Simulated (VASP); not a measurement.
Here is a VASP 6.6.1 calculation.

The input INCAR:

```
PREC     = Accurate       # precision mode
ENCUT    = 520            # plane-wave cutoff, eV
EDIFF    = 1E-6           # SCF threshold, eV
ISMEAR   = -1             # smearing method
SIGMA    = 0.05           # smearing width, eV
LREAL    = F              # projectors in reciprocal space
LASPH    = T              # aspherical terms in the spheres
NELM     = 60             # most SCF steps
ALGO     = Normal         # electronic algorithm
ISIF     = 2              # what is computed and relaxed
LWAVE    = F              # write WAVECAR
LCHARG   = F              # write CHGCAR
GGA      = PS             # functional
NBANDS   = 26             # bands
```

Contents of KPOINTS:

```
Automatic mesh
0
Gamma
  9 9 5
```

File POSCAR:

```
ZnO
1.0
    3.3130361008      0.0000000000      0.0000000000
   -1.6565180504      2.8691734269      0.0000000000
    0.0000000000      0.0000000000      5.3078076462
Zn O
2 2
Direct
    0.6666666667      0.3333333333      0.0000000000
    0.3333333333      0.6666666667      0.5000000000
    0.3333333333      0.6666666667      0.8790100000
    0.6666666667      0.3333333333      0.3790100000
```

Potentials or basis: VASP PAW PBE potentials, release 64 (Zn, O).

Run with:

```sh
$ cat potpaw_PBE.64/Zn/POTCAR potpaw_PBE.64/O/POTCAR > POTCAR
$ mpirun -np 1 vasp_std > vasp.out
```

(1) Estimate the band gap on the k mesh.

(2) What does it give for the largest force?

## Answers

(1) 0.60 eV, direct.

(2) 0.046 eV/Å.

Caveat: the PAW data sets were made with another functional, which shifts forces and pressure a little.
